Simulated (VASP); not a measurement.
Crystal: FeO (Wuestite).

```
CELL_PARAMETERS angstrom
1.53881 0.88843 2.55273
-1.53881 0.88843 2.55273
0.00000 -1.77686 2.55273
ATOMIC_POSITIONS crystal
Fe 0.00000 0.00000 0.00000
O 0.50000 0.50000 0.50000
```

Base run:

* Program: VASP 6.6.1
* Functional: PBE
* Potentials or basis: VASP PAW PBE potentials, release 64 (Fe, O)
* Cutoff: 520 eV
* k mesh: 11 × 11 × 11
* Occupations: fermi-dirac, width 0.05 eV
* Spin: collinear spin, ferromagnetic start
* Starting moments: [3.0, 0.0] μB

Its results: band gap on the k mesh zero (filled and empty bands overlap); pressure -7.6 GPa; net moment 4.00 μB per cell; site moments Fe +3.62; O +0.29 μB.

Problem. The run is repeated on the same cell with these changes: potentials or basis from VASP PAW PBE potentials, release 64 (Fe, O) to VASP PAW PBE potentials, release 64 (Fe_sv, O); cutoff from 520 eV to 600 eV; further incar settings from ALGO = Normal; EDIFF = 1e-07; NBANDS = 18 to ALGO = Normal; EDIFF = 1e-06; NBANDS = 22; valence electrons from 14 to 22. What comes out?

Solution. Band gap on the k mesh zero (filled and empty bands overlap); pressure -9.9 GPa; net moment 4.00 μB per cell; site moments Fe +3.48; O +0.29 μB.

Caveats: a cell with one magnetic atom can't hold antiferromagnetic order, which such compounds often take; semilocal functionals often make such compounds metallic where correlation or magnetic order opens a gap, which also shifts bond lengths.
